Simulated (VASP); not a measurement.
A run of VASP 6.6.1:

INCAR

```
PREC = Accurate ; ENCUT = 520
EDIFF = 1E-6 ; ISMEAR = -1
SIGMA = 0.05 ; LREAL = False
LASPH = True ; NELM = 80
ALGO = Normal ; ISIF = 2
LWAVE = False ; LCHARG = True
GGA = PE ; LELF = True
LVHAR = True ; NBANDS = 11
```

File KPOINTS:

```
Automatic mesh
0
Gamma
  15 15 15
```

POSCAR

```
SiC
1.0
    0.0000000000      1.9627274946      1.9627274946
    1.9627274946      0.0000000000      1.9627274946
    1.9627274946      1.9627274946      0.0000000000
Si C
1 1
Direct
    0.0000000000      0.0000000000      0.0000000000
    0.2500000000      0.2500000000      0.2500000000
```

Potentials or basis: VASP PAW PBE potentials, release 64 (Si, C).

Launch:

```console
$ cat potpaw_PBE.64/Si/POTCAR potpaw_PBE.64/C/POTCAR > POTCAR
$ mpirun -np 1 vasp_std > vasp.out
```

Hardware: 1 thread of Intel(R) Xeon(R) Platinum 8488C (Sapphire Rapids), with other jobs on the host.

Q: Estimate the wall time of this run.

A: Run time: 9.3 s on 1 thread of Intel(R) Xeon(R) Platinum 8488C (Sapphire Rapids) (shared host), peak memory 0.14 GiB. Counts: scf iterations 11, k points 120.
